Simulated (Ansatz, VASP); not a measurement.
# TaSi6: VASP beside Ansatz

The input INCAR:

```
SYSTEM = TaSi6
ALGO = Normal
EDIFF = 1E-6
ENCUT = 500
GGA = PE
GGA_COMPAT = .False.
ISIF = 2
ISMEAR = 0
LASPH = .True.
LCHARG = .True.
LELF = .True.
LREAL = .False.
LVHAR = .True.
LWAVE = .False.
NBANDS = 26
NELM = 120
PREC = Accurate
SIGMA = 0.2
```

The input KPOINTS:

```
k-points
0
Gamma
  6 6 6
  0 0 0
```

Contents of POSCAR:

```
TaSi6
1.0
   -2.1957571121      3.8031628793      0.0000000000
   -4.3915142242      0.0000000000      0.0000000000
   -2.1957571121      1.2677209598      6.3392414275
Ta Si
1 6
Direct
    0.0000000000      0.0000000000      0.0000000000
    0.7188515882      0.7188515882      0.8434452355
    0.4112373907      0.4112373907      0.7662878280
    0.1434625400      0.1434625400      0.5696123799
    0.8565374600      0.8565374600      0.4303876201
    0.5887626093      0.5887626093      0.2337121720
    0.2811484118      0.2811484118      0.1565547645
```

Input for Ansatz:

```yaml
crystal:
  lattice:
    - [-2.1957571121, 3.8031628793, 0.0]
    - [-4.3915142242, 0.0, 0.0]
    - [-2.1957571121, 1.2677209598, 6.3392414275]
  atoms:
    - { symbol: Ta, position: [0.0, 0.0, 0.0] }
    - { symbol: Si, position: [0.7188515882, 0.7188515882, 0.8434452355] }
    - { symbol: Si, position: [0.4112373907, 0.4112373907, 0.766287828] }
    - { symbol: Si, position: [0.14346254, 0.14346254, 0.5696123799] }
    - { symbol: Si, position: [0.85653746, 0.85653746, 0.4303876201] }
    - { symbol: Si, position: [0.5887626093, 0.5887626093, 0.233712172] }
    - { symbol: Si, position: [0.2811484118, 0.2811484118, 0.1565547645] }
basis:
  ecutwfc: 420
kpoints:
  mp_grid: { grid: [6, 6, 6] }
hamiltonian:
  xc: pbe
scf:
  occupations: { method: gaussian, width: 0.2 }
  lower_state_search: "off"
output:
  forces: true
  stress: true
  eigenvalues: true
```

Alike in both runs: task single point; functional PBE; k mesh 6 × 6 × 6; occupations gaussian, width 0.2 eV; no spin polarisation.

|  | VASP | Ansatz |
| --- | --- | --- |
| version | VASP 6.6.1 | Ansatz 0.2.0 |
| potentials or method | VASP PAW PBE potentials, release 64 (Ta_pv, Si), cutoff 500 eV | scalar-relativistic, plane waves, PAW |
| valence electrons in the cell | 35 | 37 |

VASP gave:

| Quantity | Value |
| --- | --- |
| gap on the k mesh at the Fermi level (eV) | none |
| pressure (GPa) | 0.0 |
| traceless stress, the component that is largest in VASP (GPa) | 1.37 |
| rms of the force components (eV/Å) | 0.007 |

Question: Estimate Ansatz's values.

Answer: gap on the k mesh at the Fermi level (eV): none; pressure (GPa): 0.0; traceless stress, the component that is largest in VASP (GPa): 1.37; rms of the force components (eV/Å): 0.008.

Atom by atom the forces differ by 0.002 eV/Å (rms over components). A gap of «none» marks a metal or a gap that the smearing closes. With one functional, cell and mesh, what is left measures potentials, basis and numerics. VASP's potentials hold 35 valence electrons a cell and Ansatz's 37, so a difference there can come from the potentials and not from the codes.

Spin-orbit coupling is off throughout.
